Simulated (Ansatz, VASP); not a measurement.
**One calculation of Ba, two programs**

Contents of INCAR:

```
SYSTEM = Ba
ALGO = Fast ; EDIFF = 1E-7
ENCUT = 520 ; GGA = PE
ISIF = 2 ; ISMEAR = 0
LASPH = .TRUE. ; LCHARG = .FALSE.
LREAL = .FALSE. ; LWAVE = .FALSE.
NBANDS = 11 ; NELM = 60
PREC = Accurate ; SIGMA = 0.15
```

KPOINTS

```
k-points
0
G
  16 16 16
  0 0 0
```

Contents of POSCAR:

```
Ba
1.0
   -2.2906508177      2.2906508177      2.9778460630
    2.2906508177     -2.2906508177      2.9778460630
    2.2906508177      2.2906508177     -2.9778460630
Ba
1
Direct
    0.0000000000      0.0000000000      0.0000000000
```

Input for Ansatz:

```yaml
crystal:
  lattice:
    - [-2.2906508177, 2.2906508177, 2.977846063]
    - [2.2906508177, -2.2906508177, 2.977846063]
    - [2.2906508177, 2.2906508177, -2.977846063]
  atoms:
    - { symbol: Ba, position: [0.0, 0.0, 0.0] }
basis:
  ecutwfc: 420
kpoints:
  mp_grid: { grid: [16, 16, 16] }
hamiltonian:
  xc: pbe
scf:
  occupations: { method: gaussian, width: 0.15 }
output:
  forces: true
  stress: true
  eigenvalues: true
  write_density: true
  write_potential: true
  elf: true
  volumetric_format: npy
```

Alike in both runs: task single point; functional PBE; k mesh 16 × 16 × 16; occupations gaussian, width 0.15 eV; no spin polarisation.

```csv
,VASP,Ansatz
version,VASP 6.6.1,Ansatz 0.2.0
potentials or method,"VASP PAW PBE potentials, release 64 (Ba_sv), cutoff 520 eV","scalar-relativistic, plane waves, PAW"
valence electrons in the cell,10,10
```

|  | VASP | Ansatz | Ansatz less VASP |
| --- | --- | --- | --- |
| gap on the k mesh at the Fermi level (eV) | none | none | - |
| pressure (GPa) | 0.3 | 0.2 | -0.05 |

A gap of «none» marks a metal or a gap that the smearing closes. The functional is the same, so the differences come from potentials, cutoffs and numerics.

Spin-orbit coupling is off throughout.
